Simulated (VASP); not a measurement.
Write the native input for VASP 6.6.1 that does the following.

```
Task                   : single point
Functional             : LDA
Potentials or basis    : VASP PAW LDA potentials, release 64 (Ni)
Cutoff                 : 520 eV
k mesh                 : 9 × 9 × 9
Occupations            : fermi-dirac, width 0.1 eV
Spin                   : collinear spin, ferrimagnetic start
Starting moments       : [0.6, 0.6, 0.6, -0.6] μB
Dipole correction      : no
Further INCAR settings : ALGO = Normal; EDIFF = 1e-06; NBANDS = 32
```

The structure of Ni lies in POSCAR:

```
Ni
1.0
    3.5238700000      0.0000000000      0.0000000000
    0.0000000000      3.5238700000      0.0000000000
    0.0000000000      0.0000000000      3.5238700000
Ni
4
Direct
    0.0000000000      0.0000000000      0.0000000000
    0.5000000000      0.5000000000      0.0000000000
    0.5000000000      0.0000000000      0.5000000000
    0.0000000000      0.5000000000      0.5000000000
```

The input as run:

INCAR

```
SYSTEM = Ni
ALGO = Normal ; EDIFF = 1E-6
ENCUT = 520 ; ISIF = 2
ISMEAR = -1 ; ISPIN = 2
LASPH = .True. ; LCHARG = .False.
LMAXMIX = 4 ; LORBIT = 11
LREAL = .False. ; LWAVE = .False.
MAGMOM = 0.6 0.6 0.6 -0.6 ; NBANDS = 32
NELM = 150 ; PREC = Accurate
SIGMA = 0.1
```

KPOINTS

```
k-points
0
Gamma
  9 9 9
  0 0 0
```

Potentials or basis: VASP PAW LDA potentials, release 64 (Ni).

The run is started by

```sh
$ cat potpaw_LDA.64/Ni/POTCAR > POTCAR
$ mpirun -np 1 vasp_std > vasp.out
```

It gave:

The pressure is -17.4 GPa, the net moment is 2.31 μB per cell and the site moments are Ni +0.58 μB. The valence electrons inside the program's atomic spheres are Ni 9.31.

Caveat: the cell stands under tension.

Run time: 68 s on 1 thread of Intel(R) Xeon(R) Platinum 8375C CPU @ 2.90GHz (Ice Lake), on a shared host, peak memory 0.18 GiB.
